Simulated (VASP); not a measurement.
A run of VASP 6.6.1:

Contents of INCAR:

```
SYSTEM = Re
PREC = Accurate
ENCUT = 520
EDIFF = 1E-6
ISMEAR = 0
SIGMA = 0.15
LREAL = .FALSE.
LASPH = .TRUE.
NELM = 100
ALGO = Normal
ISIF = 2
LWAVE = .FALSE.
LCHARG = .TRUE.
GGA = PE
LELF = .TRUE.
LVHAR = .TRUE.
NBANDS = 10
```

KPOINTS

```
Automatic mesh
0
G
  10 10 10
  0 0 0
```

File POSCAR:

```
Re
1.0
    0.0000000000      1.9365944433      1.9365944433
    1.9365944433      0.0000000000      1.9365944433
    1.9365944433      1.9365944433      0.0000000000
Re
1
Direct
    0.0000000000      0.0000000000      0.0000000000
```

Potentials or basis: VASP PAW PBE potentials, release 64 (Re).

The run is started by

```console
$ cat potpaw_PBE.64/Re/POTCAR > POTCAR
$ mpirun -np 1 vasp_std > vasp.out
```

Hardware: 1 thread of AMD EPYC 7R13, on a shared host.

Task: Estimate the wall time of this run.

Result: Run time: 12 s on 1 thread of AMD EPYC 7R13, with other jobs on the host, peak memory 0.1 GiB. Counts: scf iterations 11, k points 47.
